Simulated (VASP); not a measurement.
# SnO (P4/nmm) in VASP: further runs

The runs below take SnO through single point, with LDA.

Everything below comes from runs of VASP 6.6.1. Logs are shortened: lines on timing, memory, paths and dates and some standing lists are left out, and cuts for length are marked.

## 1. The cell of the first run

It takes space group P4/nmm (No. 129, tetragonal). The conventional cell has a = 3.503 Å, b = 3.503 Å, c = 4.469 Å, α = 90.00°, β = 90.00°, γ = 90.00°. Sn (site symmetry 4mm) has 4 O at 2.07 Å within 2.7 Å. O (site symmetry -4m2) has 4 Sn at 2.07 Å and 4 O at 2.48 Å within 2.7 Å.

## 2. Single point, LDA

Contents of INCAR:

```
SYSTEM = SnO
PREC = Accurate ; ENCUT = 520
EDIFF = 1E-6 ; ISMEAR = 0
SIGMA = 0.15 ; LREAL = .False.
LASPH = .True. ; NELM = 60
ALGO = Normal ; ISIF = 2
LWAVE = .False. ; LCHARG = .False.
GGA = CA ; NBANDS = 28
```

Contents of KPOINTS:

```
regular mesh
0
Gamma
  10 10 8
  0 0 0
```

Contents of POSCAR:

```
SnO
1.0
    3.5032000000      0.0000000000      0.0000000000
    0.0000000000      3.5032000000      0.0000000000
    0.0000000000      0.0000000000      4.4691000000
Sn O
2 2
Direct
    0.0000000000      0.5000000000      0.2457459271
    0.5000000000      0.0000000000      0.7542540729
    0.0000000000      0.0000000000      0.0000000000
    0.5000000000      0.5000000000      0.0000000000
```

Potentials or basis: VASP PAW LDA potentials, release 64 (Sn_d, O).

Started as:

```
> cat potpaw_LDA.64/Sn_d/POTCAR potpaw_LDA.64/O/POTCAR > POTCAR
> mpirun -np 1 vasp_std > vasp.out
```

OUTCAR:

```text
SYSTEM = SnO
   PREC = Accurate
   ENCUT = 520
   EDIFF = 1E-6
   ISMEAR = 0
   LREAL = .False.
   LASPH = .True.
   NELM = 60
   ISIF = 2
   GGA = CA

 ion  position               nearest neighbor table
   1  0.000  0.500  0.246-   3 2.07   4 2.07   3 2.07   4 2.07   2 3.31   2 3.31   2 3.31   2 3.31
                             2 3.36   2 3.36   2 3.36   2 3.36
   2  0.500  0.000  0.754-   3 2.07   4 2.07   4 2.07   3 2.07   1 3.31   1 3.31   1 3.31   1 3.31
                             1 3.36   1 3.36   1 3.36   1 3.36
   3  0.000  0.000  0.000-   1 2.07   2 2.07   1 2.07   2 2.07
   4  0.500  0.500  0.000-   1 2.07   2 2.07   2 2.07   1 2.07

  LATTYP: Found a simple tetragonal cell.
 ALAT       =     3.5032000000
 C/A-ratio  =     1.2757193423

  Lattice vectors:

 A1 = (   3.5032000000,   0.0000000000,   0.0000000000)
 A2 = (   0.0000000000,   3.5032000000,   0.0000000000)
 A3 = (   0.0000000000,   0.0000000000,   4.4691000000)

Analysis of symmetry for initial positions (statically):
=====================================================================
 Subroutine PRICEL returns:
 Original cell was already a primitive cell.

 Routine SETGRP: Setting up the symmetry group for a
 simple tetragonal supercell.

 Subroutine GETGRP returns: Found 16 space group operations
 (whereof  8 operations were pure point group operations)
 out of a pool of 16 trial point group operations.

The static configuration has the point symmetry D_2d.
 The point group associated with its full space group is D_4h.

Analysis of symmetry for dynamics (positions and initial velocities):
=====================================================================
 Subroutine PRICEL returns:
 Original cell was already a primitive cell.

 Routine SETGRP: Setting up the symmetry group for a
 simple tetragonal supercell.

 Subroutine GETGRP returns: Found 16 space group operations
 (whereof  8 operations were pure point group operations)
 out of a pool of 16 trial point group operations.

The dynamic configuration has the point symmetry D_2d.
 The point group associated with its full space group is D_4h.

 Subroutine INISYM returns: Found 16 space group operations
 (whereof  8 operations are pure point group operations),
 and found     1 'primitive' translations

----------------------------------------------------------------------------------------

                                     Primitive cell

  volume of cell :      54.8466

  direct lattice vectors                    reciprocal lattice vectors
     3.503200000  0.000000000  0.000000000     0.285453300  0.000000000  0.000000000
     0.000000000  3.503200000  0.000000000     0.000000000  0.285453300  0.000000000
     0.000000000  0.000000000  4.469100000     0.000000000  0.000000000  0.223758699

  length of vectors
     3.503200000  3.503200000  4.469100000     0.285453300  0.285453300  0.223758699

  position of ions in fractional coordinates (direct lattice)
     0.000000000  0.500000000  0.245745927
     0.500000000  0.000000000  0.754254073
     0.000000000  0.000000000  0.000000000
     0.500000000  0.500000000  0.000000000

  ion indices of the primitive-cell ions
   primitive index   ion index
                 1           1
                 2           2
                 3           3
                 4           4

----------------------------------------------------------------------------------------

 KPOINTS: regular mesh

Automatic generation of k-mesh.
 Grid dimensions read from file:
 generate k-points for:   10   10    8

 Generating k-lattice:

  Cartesian coordinates                     Fractional coordinates (reciprocal lattice)
     0.028545330  0.000000000  0.000000000     0.100000000  0.000000000  0.000000000
     0.000000000  0.028545330  0.000000000     0.000000000  0.100000000  0.000000000
     0.000000000  0.000000000  0.027969837     0.000000000  0.000000000  0.125000000

  Length of vectors
     0.028545330  0.028545330  0.027969837

  Shift w.r.t. Gamma in fractional coordinates (k-lattice)
     0.000000000  0.000000000  0.000000000

 Subroutine IBZKPT returns following result:
 ===========================================

 Found    105 irreducible k-points:

 Following reciprocal coordinates:
            Coordinates               Weight
  0.000000  0.000000  0.000000      1.000000
  0.100000  0.000000  0.000000      4.000000
  0.200000  0.000000  0.000000      4.000000
  0.300000  0.000000  0.000000      4.000000
  0.400000  0.000000  0.000000      4.000000
  0.500000  0.000000  0.000000      2.000000
[... 16 lines left out ...]
  0.100000  0.000000  0.125000      8.000000
  0.200000  0.000000  0.125000      8.000000
 [... further k-points ...]
   k-points           NKPTS =    105   k-points in BZ     NKDIM =    105   number of bands    NBANDS=     28
   number of dos      NEDOS =    301   number of ions     NIONS =      4
   total plane-waves  NPLWV =  28224
   dimension x,y,z NGX =    28 NGY =   28 NGZ =   36
   dimension x,y,z NGXF=    56 NGYF=   56 NGZF=   72
   ions per type =               2   2
   NGX,Y,Z   is equivalent  to a cutoff of  13.29, 13.29, 13.39 a.u.
   NGXF,Y,Z  is equivalent  to a cutoff of  26.58, 26.58, 26.78 a.u.
 SYSTEM =  SnO
   PREC   = accura    normal or accurate (medium, high low for compatibility)
   ISTART =      0    job   : 0-new  1-cont  2-samecut
   ICHARG =      2    charge: 1-file 2-atom 10-const
   ISPIN  =      1    spin polarized calculation?
   LNONCOLLINEAR =      F non collinear calculations
   LSORBIT =      F    spin-orbit coupling
   LASPH  =      T    aspherical Exc in radial PAW
   ENCUT  =  520.0 eV  38.22 Ry    6.18 a.u.   6.51  6.51  8.31*2*pi/ulx,y,z
   NELM   =     60;   NELMIN=  2; NELMDL= -5     # of ELM steps
   EDIFF  = 0.1E-05   stopping-criterion for ELM
   LREAL  =      F    real-space projection
   EDIFFG = 0.1E-04   stopping-criterion for IOM
   NSW    =      0    number of steps for IOM
   IBRION =     -1    ionic relax: 0-MD 1-quasi-New 2-CG
   NFREE  =      0    steps in history (QN), initial steepest desc. (CG)
   ISIF   =      2    stress and relaxation
   ISYM   =      2    0-nonsym 1-usesym 2-fastsym
   POTIM  = 0.5000    time-step for ionic-motion
   TEBEG  =    0.0;   TEEND  =   0.0 temperature during run
   PSTRESS=    0.0 pullay stress
   NELECT =      40.0000    total number of electrons
   NUPDOWN=      -1.0000    fix difference up-down
   EMIN   =  10.00;   EMAX   =-10.00  energy-range for DOS
   EFERMI =   0.00;   METHOD = LEGACY
   ISMEAR =     0;   SIGMA  =   0.15  broadening in eV -4-tet -1-fermi 0-gaus
   EFERMI_NEDOS =   21; number of points for ismear=-14 and -15
   IALGO  =     38    algorithm
   IMIX   =      4    mixing-type and parameters
     AMIX     =   0.40;   BMIX     =  1.00
     AMIX_MAG =   1.60;   BMIX_MAG =  1.00
  volume/ion in A,a.u.               =      13.71        92.53
  Fermi-wavevector in a.u.,A,eV,Ry     =   1.473595  2.784691 29.544815  2.171483
  Thomas-Fermi vector in A             =   2.588469
   LORBIT       =      0    0 simple, 1 ext, 2 COOP (PROOUT), +10 PAW based schemes
   GGA     = CA    functional components
   LHFCALC =     F    Hartree Fock is set to
   AEXX    =    0.0000 exact exchange contribution
   IVDW    =     0    specifies the selected vdW correction
   LEPSILON=     F    determine dielectric tensor
   LRPA    =     F    only Hartree local field effects (RPA)
 non-spin polarized calculation
 Gauss-broadening in eV      SIGMA  =   0.15
  energy-cutoff  :      520.00
  volume of cell :       54.85
 maximum number of plane-waves:      1501
 NGX is ok and might be reduce to    28
   NGX = 13   NGY = 13   NGZ = 17

 number of electron      40.0000006 magnetization

 Free energy of the ion-electron system (eV)
  ---------------------------------------------------
  ext. energy  EPLUGINS =         0.00000000
  ---------------------------------------------------
  free energy    TOTEN  =       -24.74157690 eV

  energy without entropy =      -24.73689262  energy(sigma->0) =      -24.73923476

 E-fermi :  10.7823     XC(G=0): -11.9583

 val. band max:       10.7065613119   @ k =   0.2000   0.1000   0.0000
 cond. band min:      10.7927333498   @ k =   0.5000   0.4000   0.1250
 fundamental gap:      0.0861720379
 Fermi energy:        10.7823159721

 k-point     1 :       0.0000    0.0000    0.0000
  band No.  band energies     occupation
      1     -12.6214      2.00000
      2     -12.2951      2.00000
      3     -11.6311      2.00000
      4     -11.6311      2.00000
      5     -11.5964      2.00000
      6     -11.5048      2.00000
[... 20 lines left out ...]
     27      17.4672      0.00000
     28      17.5766      0.00000

 k-point     2 :       0.1000    0.0000    0.0000
  band No.  band energies     occupation
      1     -12.6203      2.00000
      2     -12.3286      2.00000
      3     -11.6267      2.00000
      4     -11.6240      2.00000
      5     -11.5868      2.00000
      6     -11.4936      2.00000
[... 20 lines left out ...]
     27      17.6210      0.00000
     28      18.8646      0.00000

 k-point     3 :       0.2000    0.0000    0.0000
  band No.  band energies     occupation
      1     -12.6185      2.00000
      2     -12.4052      2.00000
      3     -11.6127      2.00000
      4     -11.6039      2.00000
      5     -11.5580      2.00000
      6     -11.4616      2.00000
[... 20 lines left out ...]
     27      17.9116      0.00000
     28      20.9574      0.00000

 k-point     4 :       0.3000    0.0000    0.0000
  band No.  band energies     occupation
      1     -12.6174      2.00000
      2     -12.4874      2.00000
      3     -11.5896      2.00000
      4     -11.5735      2.00000
      5     -11.5305      2.00000
      6     -11.4582      2.00000
[... 20 lines left out ...]
     27      18.4049      0.00000
     28      21.9470      0.00000

 k-point     5 :       0.4000    0.0000    0.0000
  band No.  band energies     occupation
      1     -12.6121      2.00000
      2     -12.5527      2.00000
      3     -11.5618      2.00000
      4     -11.5379      2.00000
      5     -11.5233      2.00000
      6     -11.4768      2.00000
[... 20 lines left out ...]
     27      18.9775      0.00000
     28      20.5226      0.00000

 k-point     6 :       0.5000    0.0000    0.0000
  band No.  band energies     occupation
      1     -12.5935      2.00000
      2     -12.5935      2.00000
      3     -11.5367      2.00000
      4     -11.5367      2.00000
      5     -11.5036      2.00000
      6     -11.5036      2.00000
[... 463 lines left out ...]
      5     -11.4181      2.00000
      6     -11.4181      2.00000
[... 20 lines left out ...]
     27      20.0616      0.00000
     28      20.0616      0.00000

 k-point    22 :       0.0000    0.0000    0.1250
  band No.  band energies     occupation
      1     -12.6153      2.00000
      2     -12.2907      2.00000
      3     -11.6227      2.00000
      4     -11.6227      2.00000
      5     -11.6037      2.00000
      6     -11.4942      2.00000
[... 20 lines left out ...]
     27      17.6170      0.00000
     28      17.6170      0.00000

 k-point    23 :       0.1000    0.0000    0.1250
  band No.  band energies     occupation
      1     -12.6149      2.00000
      2     -12.3275      2.00000
      3     -11.6181      2.00000
      4     -11.6173      2.00000
      5     -11.5922      2.00000
      6     -11.4849      2.00000
[... 20 lines left out ...]
     27      17.7137      0.00000
     28      18.8705      0.00000

 k-point    24 :       0.2000    0.0000    0.1250
  band No.  band energies     occupation
      1     -12.6153      2.00000
      2     -12.4094      2.00000
      3     -11.6030      2.00000
      4     -11.6019      2.00000
      5     -11.5618      2.00000
      6     -11.4548      2.00000
[... 20 lines left out ...]
     27      18.0773      0.00000
     28      20.8799      0.00000

 [... further k-points ...]
[... 5 lines left out ...]
  --------------------------------------------------------------------------------------
  -------------------------------------------------------------------------------------
  Total       11.8908009     11.8908009      8.6068261      0.0000000      0.0000000      0.0000000
  in kB      347.3535603    347.3535603    251.4222299      0.0000000      0.0000000      0.0000000
  external PRESSURE =     315.3764502 kB  Pullay stress =       0.0000000 kB

 VOLUME and BASIS-vectors are now :
 -----------------------------------------------------------------------------
  energy-cutoff  :      520.00
  volume of cell :       54.85
      direct lattice vectors                 reciprocal lattice vectors
     3.503200000  0.000000000  0.000000000     0.285453300  0.000000000  0.000000000
     0.000000000  3.503200000  0.000000000     0.000000000  0.285453300  0.000000000
     0.000000000  0.000000000  4.469100000     0.000000000  0.000000000  0.223758699

 POSITION                                       TOTAL-FORCE (eV/Angst)
 -----------------------------------------------------------------------------------
      0.00000      1.75160      1.09826         0.000000      0.000000      3.623765
      1.75160      0.00000      3.37084         0.000000      0.000000     -3.623765
      0.00000      0.00000      0.00000         0.000000      0.000000      0.000000
      1.75160      1.75160      0.00000         0.000000     -0.000000      0.000000
 -----------------------------------------------------------------------------------
    total drift:                                0.000000      0.000000     -0.000000

  FREE ENERGIE OF THE ION-ELECTRON SYSTEM (eV)
  ---------------------------------------------------
  free  energy   TOTEN  =       -24.7415769035 eV

  energy  without entropy=      -24.7368926187  energy(sigma->0) =      -24.73923476
```

Wall time 5.1 min (1 thread of AMD EPYC 7R13, shared host); peak memory 0.22 GiB.

Results:

| Property | Result |
| --- | --- |
| Free energy | -24.7416 eV |
| Pressure | 31.5 GPa |
| Largest force | 3.624 eV/Å |
| Band gap on the k mesh | zero (band 20 reaches 11.13 eV, above the bottom of band 21 at 9.96 eV) |

Forces in eV/Å, atoms in the order of the input:
```
Sn   0.000  0.000  3.624
Sn   0.000  0.000 -3.624
O    0.000  0.000  0.000
O    0.000  0.000  0.000
```

Caveat: spin-orbit coupling is left out, which moves the levels of the heavy elements; forces of over 1 eV/Å act on the atoms, so gaps and moduli don't describe the material at rest.

## 3. Single point, LDA

This run uses another cell than the first one, of 13.81 Å³/atom, 1.007 times its volume.

Contents of INCAR:

```
PREC = Accurate
ENCUT = 520
EDIFF = 1E-6
ISMEAR = 0
SIGMA = 0.15
LREAL = False
LASPH = True
NELM = 60
ALGO = Normal
ISIF = 2
LWAVE = False
LCHARG = False
GGA = CA
NBANDS = 28
```

Contents of KPOINTS:

```
Automatic mesh
0
Gamma
  10 10 8
```

Contents of POSCAR:

```
SnO
1.0
    3.5911000000      0.0000000000      0.0000000000
    0.0000000000      3.5911000000      0.0000000000
    0.0000000000      0.0000000000      4.2829000000
Sn O
2 2
Direct
    0.0000000000      0.5000000000      0.2457459271
    0.5000000000      0.0000000000      0.7542540729
    0.0000000000      0.0000000000      0.0000000000
    0.5000000000      0.5000000000      0.0000000000
```

Potentials or basis: VASP PAW LDA potentials, release 64 (Sn_d, O).

Started as:

```
> cat potpaw_LDA.64/Sn_d/POTCAR potpaw_LDA.64/O/POTCAR > POTCAR
> mpirun -np 1 vasp_std > vasp.out
```

Wall time 3.9 min (1 thread of AMD EPYC 7R13, shared host); peak memory 0.21 GiB.

The run converged. Its results:

| Item | Value |
| --- | --- |
| Free energy | -24.9097 eV |
| Pressure | 27.9 GPa |
| Largest force | 3.426 eV/Å |
| Band gap on the k mesh | zero (band 20 reaches 10.60 eV, above the bottom of band 21 at 9.89 eV) |

Forces in eV/Å, atoms in the order of the input:
```
Sn   0.000  0.000  3.426
Sn   0.000  0.000 -3.426
O    0.000  0.000  0.000
O    0.000  0.000  0.000
```

Stress tensor (GPa, compression positive):
```
29.04  0.00  0.00
 0.00 29.04  0.00
 0.00  0.00 25.57
```

Levels at points of the mesh, in eV from the Fermi level:
```csv
k point,band 17,band 18,band 19,band 20,band 21,band 22,band 23,band 24
"(0.00, 0.00, 0.00)",-4.84,-4.71,-4.71,-0.10,2.71,4.63,4.63,5.03
"(0.50, 0.00, 0.00)",-6.70,-6.70,-3.66,-3.66,4.01,4.01,6.27,6.27
"(0.50, 0.50, 0.00)",-3.88,-3.88,-2.12,-2.12,-0.66,-0.66,4.57,4.57
"(0.00, 0.00, 0.50)",-4.72,-4.72,-2.92,-1.90,1.08,2.24,2.24,3.38
"(0.50, 0.00, 0.50)",-6.64,-6.64,-2.28,-2.28,3.21,3.21,5.37,5.37
"(0.50, 0.50, 0.50)",-3.89,-3.89,-3.50,-3.50,2.08,2.08,5.11,5.11
```

Caveat: spin-orbit coupling is left out, which moves the levels of the heavy elements; forces of over 1 eV/Å act on the atoms, so gaps and moduli don't describe the material at rest.

## 4. Single point, LDA

This run uses another cell than the first one, of 13.86 Å³/atom, 1.011 times its volume.

Contents of INCAR:

```
SYSTEM = SnO
ALGO = Normal
EDIFF = 1E-6
ENCUT = 520
ISIF = 2
ISMEAR = 0
LASPH = .TRUE.
LCHARG = .TRUE.
LELF = .TRUE.
LREAL = .FALSE.
LVHAR = .TRUE.
LWAVE = .FALSE.
NBANDS = 28
NELM = 80
PREC = Accurate
SIGMA = 0.15
```

Contents of KPOINTS:

```
k-points
0
G
  10 10 8
  0 0 0
```

Contents of POSCAR:

```
SnO
1.0
    3.6790000000      0.0000000000      0.0000000000
    0.0000000000      3.6790000000      0.0000000000
    0.0000000000      0.0000000000      4.0967000000
Sn O
2 2
Direct
    0.0000000000      0.5000000000      0.2457459271
    0.5000000000      0.0000000000      0.7542540729
    0.0000000000      0.0000000000      0.0000000000
    0.5000000000      0.5000000000      0.0000000000
```

Started as:

```
> cat potpaw_LDA.64/Sn_d/POTCAR potpaw_LDA.64/O/POTCAR > POTCAR
> mpirun -np 1 vasp_std > vasp.out
```

It took 4.1 min on 1 thread of AMD EPYC 7R13, shared host; peak memory 0.21 GiB.

The run converged. Its results:

| Quantity | Value |
| --- | --- |
| Free energy | -24.9629 eV |
| Pressure | 24.7 GPa |
| Largest force | 3.122 eV/Å |
| Band gap on the k mesh | zero (band 20 reaches 10.04 eV, above the bottom of band 21 at 9.86 eV) |

Forces on the atoms (eV/Å):
```
Sn   0.000  0.000  3.122
Sn   0.000  0.000 -3.122
O    0.000  0.000  0.000
O    0.000  0.000  0.000
```

Stress tensor (GPa, compression positive):
```
24.30  0.00  0.00
 0.00 24.30  0.00
 0.00  0.00 25.50
```

Levels at points of the mesh, in eV from the Fermi level:
| k point | band 17 | band 18 | band 19 | band 20 | band 21 | band 22 | band 23 | band 24 |
| --- | --- | --- | --- | --- | --- | --- | --- | --- |
| (0.00, 0.00, 0.00) | -4.60 | -4.60 | -4.43 | -0.41 | 2.66 | 4.77 | 4.77 | 5.82 |
| (0.50, 0.00, 0.00) | -6.12 | -6.12 | -3.11 | -3.11 | 4.31 | 4.31 | 6.29 | 6.29 |
| (0.50, 0.50, 0.00) | -3.74 | -3.74 | -1.68 | -1.68 | -0.32 | -0.32 | 5.36 | 5.36 |
| (0.00, 0.00, 0.50) | -4.59 | -4.59 | -2.06 | -1.60 | 0.86 | 2.30 | 2.30 | 3.04 |
| (0.50, 0.00, 0.50) | -6.38 | -6.38 | -1.81 | -1.81 | 3.45 | 3.45 | 5.28 | 5.28 |
| (0.50, 0.50, 0.50) | -3.74 | -3.74 | -3.33 | -3.33 | 2.65 | 2.65 | 5.59 | 5.59 |

Caveat: spin-orbit coupling is left out, which moves the levels of the heavy elements; forces of over 1 eV/Å act on the atoms, so gaps and moduli don't describe the material at rest.

(Continued in part 2 of 2.)
